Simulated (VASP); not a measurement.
# SbPt (P6_3/mmc) in VASP: notebook, part 3 of 3

VASP 6.6.1. Earlier steps stand in the parts before.

### 6 Single point, PBEsol (biaxial strain in the a-b plane: +3.0 %, then relaxed in part)

Input file INCAR:

```
SYSTEM = SbPt
ALGO     = Normal         ! electronic algorithm
EDIFF    = 1E-6           ! SCF threshold, eV
ENCUT    = 520            ! plane-wave cutoff, eV
GGA      = PS             ! functional
ISIF     = 2              ! what is computed and relaxed
ISMEAR   = 0              ! smearing method
LASPH    = .True.         ! aspherical terms in the spheres
LCHARG   = .False.        ! write CHGCAR
LREAL    = .False.        ! projectors in reciprocal space
LWAVE    = .False.        ! write WAVECAR
NBANDS   = 23             ! bands
NELM     = 80             ! most SCF steps
PREC     = Accurate       ! precision mode
SIGMA    = 0.1            ! smearing width, eV
```

Input file KPOINTS:

```
k-points
0
Gamma
  12 12 10
  0 0 0
```

Input file POSCAR:

```
SbPt
1.0
    4.2959073962      0.0000000000      0.0000000000
   -2.1479536981      3.7203649374      0.0000000000
    0.0000000000      0.0000000000      5.3657039017
Sb Pt
2 2
Direct
    0.3333333333      0.6666666667      0.2500000000
    0.6666666667      0.3333333333      0.7500000000
    0.0000000000      0.0000000000      0.0000000000
    0.0000000000      0.0000000000      0.5000000000
```

Potentials or basis: VASP PAW PBE potentials, release 64 (Sb, Pt).

Run with:

```bash
> cat potpaw_PBE.64/Sb/POTCAR potpaw_PBE.64/Pt/POTCAR > POTCAR
> mpirun -np 1 vasp_std > vasp.out
```

OUTCAR:

```text
SYSTEM = SbPt
   EDIFF = 1E-6
   ENCUT = 520
   GGA = PS
   ISIF = 2
   ISMEAR = 0
   LASPH = .True.
   LREAL = .False.
   NELM = 80
   PREC = Accurate

 ion  position               nearest neighbor table
   1  0.333  0.667  0.250-   3 2.82   4 2.82   3 2.82   4 2.82   3 2.82   4 2.82   2 3.65   2 3.65
                             2 3.65   2 3.65   2 3.65   2 3.65
   2  0.667  0.333  0.750-   3 2.82   4 2.82   3 2.82   4 2.82   3 2.82   4 2.82   1 3.65   1 3.65
                             1 3.65   1 3.65   1 3.65   1 3.65
   3  0.000  0.000  0.000-   4 2.68   4 2.68   1 2.82   2 2.82   1 2.82   2 2.82   2 2.82   1 2.82

   4  0.000  0.000  0.500-   3 2.68   3 2.68   1 2.82   2 2.82   1 2.82   2 2.82   2 2.82   1 2.82

  LATTYP: Found a hexagonal cell.
 ALAT       =     4.2959073962
 C/A-ratio  =     1.2490269009

  Lattice vectors:

 A1 = (   4.2959073962,   0.0000000000,   0.0000000000)
 A2 = (  -2.1479536981,   3.7203649374,   0.0000000000)
 A3 = (   0.0000000000,   0.0000000000,   5.3657039017)

Analysis of symmetry for initial positions (statically):
=====================================================================
 Subroutine PRICEL returns:
 Original cell was already a primitive cell.

 Routine SETGRP: Setting up the symmetry group for a
 hexagonal supercell.

 Subroutine GETGRP returns: Found 24 space group operations
 (whereof 12 operations were pure point group operations)
 out of a pool of 24 trial point group operations.

The static configuration has the point symmetry D_3d.
 The point group associated with its full space group is D_6h.

Analysis of symmetry for dynamics (positions and initial velocities):
=====================================================================
 Subroutine PRICEL returns:
 Original cell was already a primitive cell.

 Routine SETGRP: Setting up the symmetry group for a
 hexagonal supercell.

 Subroutine GETGRP returns: Found 24 space group operations
 (whereof 12 operations were pure point group operations)
 out of a pool of 24 trial point group operations.

The dynamic configuration has the point symmetry D_3d.
 The point group associated with its full space group is D_6h.

 Subroutine INISYM returns: Found 24 space group operations
 (whereof 12 operations are pure point group operations),
 and found     1 'primitive' translations

----------------------------------------------------------------------------------------

                                     Primitive cell

  volume of cell :      85.7565

  direct lattice vectors                    reciprocal lattice vectors
     4.295907396  0.000000000  0.000000000     0.232779692  0.134395418  0.000000000
    -2.147953698  3.720364937  0.000000000     0.000000000  0.268790836  0.000000000
     0.000000000  0.000000000  5.365703902     0.000000000  0.000000000  0.186368838

  length of vectors
     4.295907396  4.295907396  5.365703902     0.268790836  0.268790836  0.186368838

  position of ions in fractional coordinates (direct lattice)
     0.333333333  0.666666667  0.250000000
     0.666666667  0.333333333  0.750000000
     0.000000000  0.000000000  0.000000000
     0.000000000  0.000000000  0.500000000

  ion indices of the primitive-cell ions
   primitive index   ion index
                 1           1
                 2           2
                 3           3
                 4           4

----------------------------------------------------------------------------------------

 KPOINTS: k-points

Automatic generation of k-mesh.
 Grid dimensions read from file:
 generate k-points for:   12   12   10

 Generating k-lattice:

  Cartesian coordinates                     Fractional coordinates (reciprocal lattice)
     0.019398308  0.011199618  0.000000000     0.083333333  0.000000000  0.000000000
     0.000000000  0.022399236  0.000000000     0.000000000  0.083333333  0.000000000
     0.000000000  0.000000000  0.018636884     0.000000000  0.000000000  0.100000000

  Length of vectors
     0.022399236  0.022399236  0.018636884

  Shift w.r.t. Gamma in fractional coordinates (k-lattice)
     0.000000000  0.000000000  0.000000000

 Subroutine IBZKPT returns following result:
 ===========================================

 Found    114 irreducible k-points:

 Following reciprocal coordinates:
            Coordinates               Weight
  0.000000  0.000000  0.000000      1.000000
  0.083333  0.000000  0.000000      6.000000
  0.166667  0.000000  0.000000      6.000000
  0.250000  0.000000  0.000000      6.000000
  0.333333  0.000000  0.000000      6.000000
  0.416667  0.000000  0.000000      6.000000
[... 16 lines left out ...]
  0.250000  0.000000  0.100000     12.000000
  0.333333  0.000000  0.100000     12.000000
 [... further k-points ...]
   k-points           NKPTS =    114   k-points in BZ     NKDIM =    114   number of bands    NBANDS=     23
   number of dos      NEDOS =    301   number of ions     NIONS =      4
   total plane-waves  NPLWV =  40960
   dimension x,y,z NGX =    32 NGY =   32 NGZ =   40
   dimension x,y,z NGXF=    64 NGYF=   64 NGZF=   80
   ions per type =               2   2
   NGX,Y,Z   is equivalent  to a cutoff of  12.38, 12.38, 12.39 a.u.
   NGXF,Y,Z  is equivalent  to a cutoff of  24.77, 24.77, 24.79 a.u.
 SYSTEM =  SbPt
   PREC   = accura    normal or accurate (medium, high low for compatibility)
   ISTART =      0    job   : 0-new  1-cont  2-samecut
   ICHARG =      2    charge: 1-file 2-atom 10-const
   ISPIN  =      1    spin polarized calculation?
   LNONCOLLINEAR =      F non collinear calculations
   LSORBIT =      F    spin-orbit coupling
   LASPH  =      T    aspherical Exc in radial PAW
   ENCUT  =  520.0 eV  38.22 Ry    6.18 a.u.   7.99  7.99  9.98*2*pi/ulx,y,z
   NELM   =     80;   NELMIN=  2; NELMDL= -5     # of ELM steps
   EDIFF  = 0.1E-05   stopping-criterion for ELM
   LREAL  =      F    real-space projection
   EDIFFG = 0.1E-04   stopping-criterion for IOM
   NSW    =      0    number of steps for IOM
   IBRION =     -1    ionic relax: 0-MD 1-quasi-New 2-CG
   NFREE  =      0    steps in history (QN), initial steepest desc. (CG)
   ISIF   =      2    stress and relaxation
   ISYM   =      2    0-nonsym 1-usesym 2-fastsym
   POTIM  = 0.5000    time-step for ionic-motion
   TEBEG  =    0.0;   TEEND  =   0.0 temperature during run
   PSTRESS=    0.0 pullay stress
   NELECT =      30.0000    total number of electrons
   NUPDOWN=      -1.0000    fix difference up-down
   EMIN   =  10.00;   EMAX   =-10.00  energy-range for DOS
   EFERMI =   0.00;   METHOD = LEGACY
   ISMEAR =     0;   SIGMA  =   0.10  broadening in eV -4-tet -1-fermi 0-gaus
   EFERMI_NEDOS =   21; number of points for ismear=-14 and -15
   IALGO  =     38    algorithm
   IMIX   =      4    mixing-type and parameters
     AMIX     =   0.40;   BMIX     =  1.00
     AMIX_MAG =   1.60;   BMIX_MAG =  1.00
  volume/ion in A,a.u.               =      21.44       144.68
  Fermi-wavevector in a.u.,A,eV,Ry     =   1.153523  2.179842 18.104115  1.330615
  Thomas-Fermi vector in A             =   2.290166
   LORBIT       =      0    0 simple, 1 ext, 2 COOP (PROOUT), +10 PAW based schemes
   GGA     = PS    functional components
   LHFCALC =     F    Hartree Fock is set to
   AEXX    =    0.0000 exact exchange contribution
   IVDW    =     0    specifies the selected vdW correction
   LEPSILON=     F    determine dielectric tensor
   LRPA    =     F    only Hartree local field effects (RPA)
 non-spin polarized calculation
 Gauss-broadening in eV      SIGMA  =   0.10
  energy-cutoff  :      520.00
  volume of cell :       85.76
 maximum number of plane-waves:      2340
 NGX is ok and might be reduce to    32
   NGX = 15   NGY = 15   NGZ = 19

 number of electron      29.9999997 magnetization

 Free energy of the ion-electron system (eV)
  ---------------------------------------------------
  ext. energy  EPLUGINS =         0.00000000
  ---------------------------------------------------
  free energy    TOTEN  =       -24.63622994 eV

  energy without entropy =      -24.62463815  energy(sigma->0) =      -24.63043405

 E-fermi :   9.0919     XC(G=0): -11.3039

 val. band max:        9.0906646387   @ k =   0.3333   0.0000   0.3000
 cond. band min:       9.0949310875   @ k =   0.1667   0.1667   0.2000
 fundamental gap:      0.0042664489
 Fermi energy:         9.0919440278

 k-point     1 :       0.0000    0.0000    0.0000
  band No.  band energies     occupation
      1      -3.3170      2.00000
      2       0.5375      2.00000
      3       2.7481      2.00000
      4       3.2727      2.00000
      5       3.3988      2.00000
      6       3.3988      2.00000
[... 613 lines left out ...]
     22      15.3597      0.00000
     23      16.1605      0.00000

 [... further k-points ...]
[... 5 lines left out ...]
  --------------------------------------------------------------------------------------
  -------------------------------------------------------------------------------------
  Total       -3.6197607     -3.6197607     -0.1277970      0.0000000      0.0000000      0.0000000
  in kB      -67.6274922    -67.6274922     -2.3876142      0.0000000      0.0000000      0.0000000
  external PRESSURE =     -45.8808662 kB  Pullay stress =       0.0000000 kB

 VOLUME and BASIS-vectors are now :
 -----------------------------------------------------------------------------
  energy-cutoff  :      520.00
  volume of cell :       85.76
      direct lattice vectors                 reciprocal lattice vectors
     4.295907396  0.000000000  0.000000000     0.232779692  0.134395418  0.000000000
    -2.147953698  3.720364937  0.000000000     0.000000000  0.268790836  0.000000000
     0.000000000  0.000000000  5.365703902     0.000000000  0.000000000  0.186368838

 POSITION                                       TOTAL-FORCE (eV/Angst)
 -----------------------------------------------------------------------------------
     -0.00000      2.48024      1.34143         0.000000     -0.000000      0.000000
      2.14795      1.24012      4.02428        -0.000000      0.000000      0.000000
      0.00000      0.00000      0.00000         0.000000      0.000000      0.000000
      0.00000      0.00000      2.68285         0.000000      0.000000      0.000000
 -----------------------------------------------------------------------------------
    total drift:                               -0.000000      0.000000      0.000000

  FREE ENERGIE OF THE ION-ELECTRON SYSTEM (eV)
  ---------------------------------------------------
  free  energy   TOTEN  =       -24.6362299419 eV

  energy  without entropy=      -24.6246381492  energy(sigma->0) =      -24.63043405
```

It took 2.1 min on 1 thread of AMD EPYC 9R45 (Zen 5), shared host; peak memory 0.3 GiB.

Results:

* Free energy: -24.6362 eV
* Pressure: -4.6 GPa
* Band gap on the k mesh: zero (bands 15 and 16 overlap by 3.79 eV)

Caveat: the cell differs from its parent crystal (biaxial strain in the a-b plane: +3.0 %, then relaxed in part); the stress differs along the axes, from -7 to -0 GPa; the PAW data sets were made with another functional, which shifts forces and pressure a little; spin-orbit coupling is left out, which moves the levels of the heavy elements.

### 7 Overview

| task | cell | k mesh | cutoff (eV) | gap on the mesh (eV) | pressure (GPa) |
| --- | --- | --- | --- | --- | --- |
| relaxation of shape and atoms at fixed volume | relaxed from a = 4.129, b = 4.129, c = 5.413 Å, angles 90.0, 90.0, 120.0°, 4 atoms | 12 × 12 × 8 | 600 | none | 4.5 |
| relaxation of cell and atoms | relaxed from a = 4.130, b = 4.130, c = 5.472 Å, angles 90.0, 90.0, 120.0°, 4 atoms | 12 × 12 × 8 | 600 | none | 0.0 |
| relaxation of shape and atoms at fixed volume | relaxed from a = 4.212, b = 4.212, c = 5.523 Å, angles 90.0, 90.0, 120.0°, 4 atoms | 12 × 12 × 8 | 600 | none | -4.1 |
| single point | a = 4.233, b = 4.233, c = 5.419 Å, angles 90.0, 90.0, 120.0°, 4 atoms | 12 × 12 × 10 | 520 | none | -2.7 |
| single point | a = 4.296, b = 4.296, c = 5.366 Å, angles 90.0, 90.0, 120.0°, 4 atoms | 12 × 12 × 10 | 520 | none | -4.6 |

Alike in all rows: level PBEsol; potentials or basis VASP PAW PBE potentials, release 64 (Sb, Pt); no spin polarisation; smearing gaussian 0.1 eV.

Caveats: the PAW data sets were made with another functional, which shifts forces and pressure a little; spin-orbit coupling is left out, which moves the levels of the heavy elements; the stress differs along the axes, from -7 to -0 GPa (at least some runs).

Absolute energies hang on the potentials; compare differences alone.

The gap in the log of VASP goes by the Fermi energy; the results here count the filled bands.